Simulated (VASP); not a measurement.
Input of a VASP 6.6.1 run:

Contents of POSCAR:

```
SiNi2
1.0
    3.9170760344      0.0000000000      0.0000000000
   -1.9585380172      3.3922873544      0.0000000000
    0.0000000000      0.0000000000      2.4464676913
Si Ni
1 2
Direct
    0.0000000000      0.0000000000      0.0000000000
    0.3333333333      0.6666666667      0.5000000000
    0.6666666667      0.3333333333      0.5000000000
```

File INCAR.step1:

```
PREC = Accurate
ENCUT = 520
ISMEAR = 0
SIGMA = 0.1
LREAL = False
LASPH = True
NELM = 100
NBANDS = 19
GGA = PE
ALGO = Normal
EDIFF = 1E-4
LWAVE = True
LCHARG = False
```

The input INCAR.step2:

```
PREC = Accurate
ENCUT = 520
EDIFF = 1E-6
ISMEAR = 0
SIGMA = 0.1
LREAL = False
LASPH = True
NELM = 100
ALGO = Normal
ISIF = 2
LWAVE = False
LCHARG = False
METAGGA = R2SCAN
LMIXTAU = True
NBANDS = 19
ISTART = 1
```

File KPOINTS:

```
regular mesh
0
Gamma
  6 6 6
```

Potentials or basis: VASP PAW PBE potentials, release 64 (Si, Ni).

The run is started by

```sh
$ cat potpaw_PBE.64/Si/POTCAR potpaw_PBE.64/Ni/POTCAR > POTCAR
$ cp INCAR.step1 INCAR
$ mpirun -np 1 vasp_std > vasp.out
$ cp INCAR.step2 INCAR
$ mpirun -np 1 vasp_std > vasp.out
```

Predict the pressure.

0.4 GPa.

Estimate the band gap on the k mesh.

zero (band 12 reaches 12.91 eV, above the bottom of band 13 at 10.65 eV).

Stress tensor (GPa, compression positive):
```
0.39 0.00 0.00
0.00 0.39 0.00
0.00 0.00 0.29
```

Caveat: the k points lie up to 0.43 Å⁻¹ apart; the PAW data sets were made with another functional, which shifts forces and pressure a little. Spin polarisation is off, so any magnetic state and its effect on volume and gap are missing.
